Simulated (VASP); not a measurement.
The system is C.

```
CELL_PARAMETERS angstrom
2.52210 0.00000 0.00000
-1.26105 2.18420 0.00000
0.00000 0.00000 8.23710
ATOMIC_POSITIONS crystal
C 0.66667 0.33333 0.84375
C 0.33333 0.66667 0.34375
C 0.66667 0.33333 0.65625
C 0.33333 0.66667 0.15625
C 0.00000 0.00000 0.90625
C 0.00000 0.00000 0.40625
C 0.00000 0.00000 0.59375
C 0.00000 0.00000 0.09375
```

Base run:

```yaml
Program: VASP 6.6.1
Functional: revPBE
Dispersion: D4
Potentials_or_basis: VASP PAW PBE potentials, release 64 (C)
Cutoff: 520 eV
k_mesh: 12 × 12 × 4
Occupations: fermi-dirac, width 0.05 eV
Spin: no spin polarisation
```

Its results: band gap on the k mesh 4.41 eV, indirect (least direct gap 5.18 eV); pressure -5.4 GPa; largest force 0.328 eV/Å.

After a change of settings the same cell gave: band gap on the k mesh 4.75 eV, indirect (least direct gap 5.35 eV); pressure 1.6 GPa; largest force 0.336 eV/Å. Which change was it?
A. functional from revPBE to r2SCAN; dispersion from D4 to rVV10
B. functional from revPBE to r2SCAN; dispersion from D4 to D3(BJ)
C. functional from revPBE to BLYP

C.

Caveats: the PAW data sets were made with another functional, which shifts forces and pressure a little.
